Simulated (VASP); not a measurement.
# Na16Li (a cell with a defect) in VASP: single point with PBE

Aim: the single point of Na16Li (a cell with a defect) with PBE.

Program: VASP 6.6.1. These are calculated values, not measurements. Logs are shortened: lines on timing, memory, paths and dates and some standing lists are left out, and cuts for length are marked.

## Step 1: The cell of the first run

The cell holds a defect, 17 atoms: a = 8.460 Å, b = 8.460 Å, c = 8.460 Å, α = 90.00°, β = 90.00°, γ = 90.00°.

## Step 2: Single point, PBE

Contents of INCAR:

```
SYSTEM = Na16Li
PREC = Accurate
ENCUT = 520
EDIFF = 1E-7
ISMEAR = 0
SIGMA = 0.05
LREAL = Auto
LASPH = .TRUE.
NELM = 100
ALGO = Normal
ISIF = 2
LWAVE = .FALSE.
LCHARG = .TRUE.
GGA = PE
LELF = .TRUE.
LVHAR = .TRUE.
NBANDS = 72
```

Contents of KPOINTS:

```
regular mesh
0
G
  2 2 2
  0 0 0
```

Contents of POSCAR:

```
Na16Li
1.0
    8.4600000000      0.0000000000      0.0000000000
    0.0000000000      8.4600000000      0.0000000000
    0.0000000000      0.0000000000      8.4600000000
Na Li
16 1
Direct
    0.0016506886      0.0175634433      0.0194210482
    0.4728548568      0.0112537776     -0.0074203483
    0.0735735459      0.4976244443      0.0794679339
   -0.0200734705     -0.0070354708      0.4565426552
    0.2775424835      0.2593845489      0.2946523331
    0.4759141854      0.4941965895     -0.0249894121
    0.5063979018     -0.0109331435      0.4869440460
    0.7378820658      0.2749940254      0.2189988225
   -0.0371331575      0.5051353301      0.4947940716
    0.2768947887      0.7438674435      0.2806408904
    0.1990876338      0.2662350163      0.7424067970
    0.5301463688      0.5053842606      0.5394452435
    0.7409271387      0.7267772994      0.2043756180
    0.7423039734      0.1939774473      0.7231638156
    0.2013655847      0.7388558133      0.7527255465
    0.7499520655      0.7970258548      0.7526570559
    0.8280341167      0.4838654400      0.8628863930
```

Potentials or basis: VASP PAW PBE potentials, release 64 (Na_pv, Li_sv).

On the command line:

```bash
$ cat potpaw_PBE.64/Na_pv/POTCAR potpaw_PBE.64/Li_sv/POTCAR > POTCAR
$ mpirun -np 1 vasp_std > vasp.out
```

OUTCAR:

```text
SYSTEM = Na16Li
   PREC = Accurate
   ENCUT = 520
   EDIFF = 1E-7
   ISMEAR = 0
   LREAL = Auto
   LASPH = .TRUE.
   NELM = 100
   ISIF = 2
   GGA = PE

 ion  position               nearest neighbor table
   1  0.002  0.018  0.019-
   2  0.473  0.011  0.993-
   3  0.074  0.498  0.079-
   4  0.980  0.993  0.457-
   5  0.278  0.259  0.295-
   6  0.476  0.494  0.975-
[... 9 lines left out ...]
  16  0.750  0.797  0.753-
  17  0.828  0.484  0.863-

  LATTYP: Found a simple cubic cell.
 ALAT       =     8.4600000000

  Lattice vectors:

 A1 = (   8.4600000000,   0.0000000000,   0.0000000000)
 A2 = (   0.0000000000,   8.4600000000,   0.0000000000)
 A3 = (   0.0000000000,   0.0000000000,   8.4600000000)

Analysis of symmetry for initial positions (statically):
=====================================================================
 Subroutine PRICEL returns:
 Original cell was already a primitive cell.

 Routine SETGRP: Setting up the symmetry group for a
 simple cubic supercell.

 Subroutine GETGRP returns: Found  1 space group operations
 (whereof  1 operations were pure point group operations)
 out of a pool of 48 trial point group operations.

The static configuration has the point symmetry C_1 .

Analysis of symmetry for dynamics (positions and initial velocities):
=====================================================================
 Subroutine PRICEL returns:
 Original cell was already a primitive cell.

 Routine SETGRP: Setting up the symmetry group for a
 simple cubic supercell.

 Subroutine GETGRP returns: Found  1 space group operations
 (whereof  1 operations were pure point group operations)
 out of a pool of 48 trial point group operations.

The dynamic configuration has the point symmetry C_1 .

 Subroutine INISYM returns: Found  1 space group operations
 (whereof  1 operations are pure point group operations),
 and found     1 'primitive' translations

----------------------------------------------------------------------------------------

                                     Primitive cell

  volume of cell :     605.4957

  direct lattice vectors                    reciprocal lattice vectors
     8.460000000  0.000000000  0.000000000     0.118203310  0.000000000  0.000000000
     0.000000000  8.460000000  0.000000000     0.000000000  0.118203310  0.000000000
     0.000000000  0.000000000  8.460000000     0.000000000  0.000000000  0.118203310

  length of vectors
     8.460000000  8.460000000  8.460000000     0.118203310  0.118203310  0.118203310

  position of ions in fractional coordinates (direct lattice)
     0.001650689  0.017563443  0.019421048
     0.472854857  0.011253778  0.992579652
     0.073573546  0.497624444  0.079467934
     0.979926529  0.992964529  0.456542655
     0.277542483  0.259384549  0.294652333
     0.475914185  0.494196589  0.975010588
[... 9 lines left out ...]
     0.749952065  0.797025855  0.752657056
     0.828034117  0.483865440  0.862886393

  ion indices of the primitive-cell ions
   primitive index   ion index
                 1           1
                 2           2
                 3           3
                 4           4
                 5           5
                 6           6
[... 9 lines left out ...]
                16          16
                17          17

----------------------------------------------------------------------------------------

 KPOINTS: regular mesh

Automatic generation of k-mesh.
 Grid dimensions read from file:
 generate k-points for:    2    2    2

 Generating k-lattice:

  Cartesian coordinates                     Fractional coordinates (reciprocal lattice)
     0.059101655  0.000000000  0.000000000     0.500000000  0.000000000  0.000000000
     0.000000000  0.059101655  0.000000000     0.000000000  0.500000000  0.000000000
     0.000000000  0.000000000  0.059101655     0.000000000  0.000000000  0.500000000

  Length of vectors
     0.059101655  0.059101655  0.059101655

  Shift w.r.t. Gamma in fractional coordinates (k-lattice)
     0.000000000  0.000000000  0.000000000

 Subroutine IBZKPT returns following result:
 ===========================================

 Found      8 irreducible k-points:

 Following reciprocal coordinates:
            Coordinates               Weight
  0.000000  0.000000  0.000000      1.000000
  0.500000  0.000000  0.000000      1.000000
  0.000000  0.500000  0.000000      1.000000
  0.000000  0.000000  0.500000      1.000000
  0.500000  0.500000  0.000000      1.000000
  0.000000  0.500000  0.500000      1.000000
  0.500000  0.000000  0.500000      1.000000
  0.500000  0.500000  0.500000      1.000000
   k-points           NKPTS =      8   k-points in BZ     NKDIM =      8   number of bands    NBANDS=     72
   number of dos      NEDOS =    301   number of ions     NIONS =     17
   total plane-waves  NPLWV = 262144
   dimension x,y,z NGX =    64 NGY =   64 NGZ =   64
   dimension x,y,z NGXF=   128 NGYF=  128 NGZF=  128
   ions per type =              16   1
   NGX,Y,Z   is equivalent  to a cutoff of  12.58, 12.58, 12.58 a.u.
   NGXF,Y,Z  is equivalent  to a cutoff of  25.15, 25.15, 25.15 a.u.
 SYSTEM =  Na16Li
   PREC   = accura    normal or accurate (medium, high low for compatibility)
   ISTART =      0    job   : 0-new  1-cont  2-samecut
   ICHARG =      2    charge: 1-file 2-atom 10-const
   ISPIN  =      1    spin polarized calculation?
   LNONCOLLINEAR =      F non collinear calculations
   LSORBIT =      F    spin-orbit coupling
   LASPH  =      T    aspherical Exc in radial PAW
   ENCUT  =  520.0 eV  38.22 Ry    6.18 a.u.  15.73 15.73 15.73*2*pi/ulx,y,z
   NELM   =    100;   NELMIN=  2; NELMDL= -5     # of ELM steps
   EDIFF  = 0.1E-06   stopping-criterion for ELM
   LREAL  =      T    real-space projection
   EDIFFG = 0.1E-05   stopping-criterion for IOM
   NSW    =      0    number of steps for IOM
   IBRION =     -1    ionic relax: 0-MD 1-quasi-New 2-CG
   NFREE  =      0    steps in history (QN), initial steepest desc. (CG)
   ISIF   =      2    stress and relaxation
   ISYM   =      2    0-nonsym 1-usesym 2-fastsym
   POTIM  = 0.5000    time-step for ionic-motion
   TEBEG  =    0.0;   TEEND  =   0.0 temperature during run
   PSTRESS=    0.0 pullay stress
   NELECT =     115.0000    total number of electrons
   NUPDOWN=      -1.0000    fix difference up-down
   EMIN   =  10.00;   EMAX   =-10.00  energy-range for DOS
   EFERMI =   0.00;   METHOD = LEGACY
   ISMEAR =     0;   SIGMA  =   0.05  broadening in eV -4-tet -1-fermi 0-gaus
   EFERMI_NEDOS =   21; number of points for ismear=-14 and -15
   IALGO  =     38    algorithm
   IMIX   =      4    mixing-type and parameters
     AMIX     =   0.40;   BMIX     =  1.00
     AMIX_MAG =   1.60;   BMIX_MAG =  1.00
  volume/ion in A,a.u.               =      35.62       240.36
  Fermi-wavevector in a.u.,A,eV,Ry     =   0.941031  1.778290 12.048484  0.885539
  Thomas-Fermi vector in A             =   2.068501
   LORBIT       =      0    0 simple, 1 ext, 2 COOP (PROOUT), +10 PAW based schemes
   GGA     = PE    functional components
   LHFCALC =     F    Hartree Fock is set to
   AEXX    =    0.0000 exact exchange contribution
   IVDW    =     0    specifies the selected vdW correction
   LEPSILON=     F    determine dielectric tensor
   LRPA    =     F    only Hartree local field effects (RPA)
 non-spin polarized calculation
 Gauss-broadening in eV      SIGMA  =   0.05
  energy-cutoff  :      520.00
  volume of cell :      605.50
 maximum number of plane-waves:     16384
 NGX is ok and might be reduce to    64
   NGX = 31   NGY = 31   NGZ = 31

 number of electron     115.0000007 magnetization

 Free energy of the ion-electron system (eV)
  ---------------------------------------------------
  ext. energy  EPLUGINS =         0.00000000
  ---------------------------------------------------
  free energy    TOTEN  =       -22.05321099 eV

  energy without entropy =      -22.01741101  energy(sigma->0) =      -22.03531100

 E-fermi :   0.2024     XC(G=0):  -6.5456

 val. band max:        0.1923083559   @ k =   0.5000   0.5000   0.0000
 cond. band min:       0.2157876377   @ k =   0.0000   0.5000   0.5000
 fundamental gap:      0.0234792818
 Fermi energy:         0.2024139969

 k-point     1 :       0.0000    0.0000    0.0000
  band No.  band energies     occupation
      1     -46.8044      2.00000
      2     -24.7328      2.00000
      3     -24.7208      2.00000
      4     -24.7034      2.00000
      5     -24.6954      2.00000
      6     -24.6941      2.00000
[... 61 lines left out ...]
     68       1.5833      0.00000
     69       2.8137      0.00000

 k-point     2 :       0.5000    0.0000    0.0000
  band No.  band energies     occupation
      1     -46.8045      2.00000
      2     -24.7328      2.00000
      3     -24.7208      2.00000
      4     -24.7034      2.00000
      5     -24.6954      2.00000
      6     -24.6941      2.00000
[... 61 lines left out ...]
     68       1.9943      0.00000
     69       2.0464      0.00000

 k-point     3 :       0.0000    0.5000    0.0000
  band No.  band energies     occupation
      1     -46.8045      2.00000
      2     -24.7327      2.00000
      3     -24.7208      2.00000
      4     -24.7034      2.00000
      5     -24.6954      2.00000
      6     -24.6941      2.00000
[... 349 lines left out ...]
     68       2.5356      0.00000
     69       2.5994      0.00000

 k-point     8 :       0.5000    0.5000    0.5000
  band No.  band energies     occupation
      1     -46.8045      2.00000
      2     -24.7326      2.00000
      3     -24.7208      2.00000
      4     -24.7030      2.00000
      5     -24.6955      2.00000
      6     -24.6945      2.00000
[... 61 lines left out ...]
     68       2.5595      0.00000
     69       2.5744      0.00000
 [bands above 69 left out]

------------------------ aborting loop because EDIFF is reached ----------------------------------------

  FORCE on cell =-STRESS in cart. coord.  units (eV):
  Direction    XX          YY          ZZ          XY          YZ          ZX
  --------------------------------------------------------------------------------------
  -------------------------------------------------------------------------------------
  Total        1.2418796      1.7348605      1.2293462      0.1898275      0.3400665      1.4716127
  in kB        3.2860864      4.5905429      3.2529223      0.5022948      0.8998359      3.8939738
  external PRESSURE =       3.7098505 kB  Pullay stress =       0.0000000 kB

 VOLUME and BASIS-vectors are now :
 -----------------------------------------------------------------------------
  energy-cutoff  :      520.00
  volume of cell :      605.50
      direct lattice vectors                 reciprocal lattice vectors
     8.460000000  0.000000000  0.000000000     0.118203310  0.000000000  0.000000000
     0.000000000  8.460000000  0.000000000     0.000000000  0.118203310  0.000000000
     0.000000000  0.000000000  8.460000000     0.000000000  0.000000000  0.118203310

 POSITION                                       TOTAL-FORCE (eV/Angst)
 -----------------------------------------------------------------------------------
      0.01396      0.14859      0.16430         0.000627      0.002893     -0.000547
      4.00035      0.09521      8.39722        -0.006479      0.000792      0.001035
      0.62243      4.20990      0.67230        -0.005567     -0.004116      0.002099
      8.29018      8.40048      3.86235         0.001834      0.000261      0.001554
      2.34801      2.19439      2.49276         0.003332     -0.003868      0.003413
      4.02623      4.18090      8.24859         0.005723      0.000237     -0.004080
[... 9 lines left out ...]
      6.34459      6.74284      6.36748        -0.006459     -0.010377      0.005246
      7.00517      4.09350      7.30002         0.022232      0.002115     -0.007422
 -----------------------------------------------------------------------------------
    total drift:                               -0.000471     -0.001229      0.000646

  FREE ENERGIE OF THE ION-ELECTRON SYSTEM (eV)
  ---------------------------------------------------
  free  energy   TOTEN  =       -22.0532109864 eV

  energy  without entropy=      -22.0174110101  energy(sigma->0) =      -22.03531100
```

It took 11 min on 1 thread of Intel Xeon Platinum 8259CL at 2.50GHz (Skylake/Cascade Lake), shared host; peak memory 0.64 GiB.

Results:

```yaml
Free_energy: -22.0532 eV
Largest_force: 0.024 eV/Å
Band_gap_on_the_k_mesh: zero (an odd number of electrons rules out a gap without spin polarisation)
```

Forces in eV/Å, atoms in the order of the input:
```
Na   0.001  0.003 -0.001
Na  -0.006  0.001  0.001
Na  -0.006 -0.004  0.002
Na   0.002  0.000  0.002
Na   0.003 -0.004  0.003
Na   0.006  0.000 -0.004
Na   0.002 -0.002  0.005
Na   0.001 -0.006  0.000
Na  -0.001  0.002  0.002
Na  -0.006 -0.001 -0.009
Na   0.003  0.000 -0.004
Na  -0.003  0.002  0.000
Na   0.002  0.007 -0.002
Na  -0.011  0.013  0.005
Na  -0.003 -0.003  0.002
Na  -0.006 -0.010  0.005
Li   0.022  0.002 -0.007
```

Caveat: the k points lie up to 0.37 Å⁻¹ apart, too coarse for converged energies and pressures of a metal; the cutoff is under 1.25 times the usual one of these potentials, so pressure, stress and relaxed cells hold a basis-set (Pulay) error.

The gap in the log of VASP goes by the Fermi energy; the results here count the filled bands.